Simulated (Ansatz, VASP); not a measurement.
One calculation of MgCd3S4, two programs

```
Mg Cd S
1.0
     3.84594   -5.43554    0.00000
     3.84594    5.43554    0.00000
     0.00000    0.00000    3.84580
Mg Cd S
1 3 4
Direct
  0.00000 0.00000 0.50000
  0.00000 0.50000 0.00000
  0.50000 0.50000 0.50000
  0.50000 0.00000 0.00000
  0.75845 0.75845 0.00000
  0.75385 0.24615 0.50000
  0.24615 0.75385 0.50000
  0.24155 0.24155 0.00000
```

Alike in both runs: functional PBE; k mesh 6 × 6 × 10; occupations gaussian, width 0.01 eV; no spin polarisation.

Ansatz relaxed the structure, and its values are those at the end. VASP's run is a single point on that final structure, the one shown.

|  | VASP | Ansatz |
| --- | --- | --- |
| version | VASP 6.6.1 | Ansatz 0.2.0 |
| potentials or method | VASP PAW PBE potentials, release 64 (Mg, Cd, S), cutoff 520 eV | scalar-relativistic, plane waves, PAW |
| valence electrons in the cell | 62 | 94 |

|  | VASP | Ansatz | Ansatz less VASP |
| --- | --- | --- | --- |
| gap on the k mesh at the Fermi level (eV) | 0.26 | 0.26 | +0.007 |
| least direct gap on the mesh (eV) | 0.26 | 0.27 | +0.007 |
| pressure (GPa) | 0.2 | 0.0 | -0.25 |
| rms of the force components (eV/Å) | 0.013 | 0.000 | -0.0128 |

VASP's potentials hold 62 valence electrons a cell and Ansatz's 94, so a difference there can come from the potentials and not from the codes.
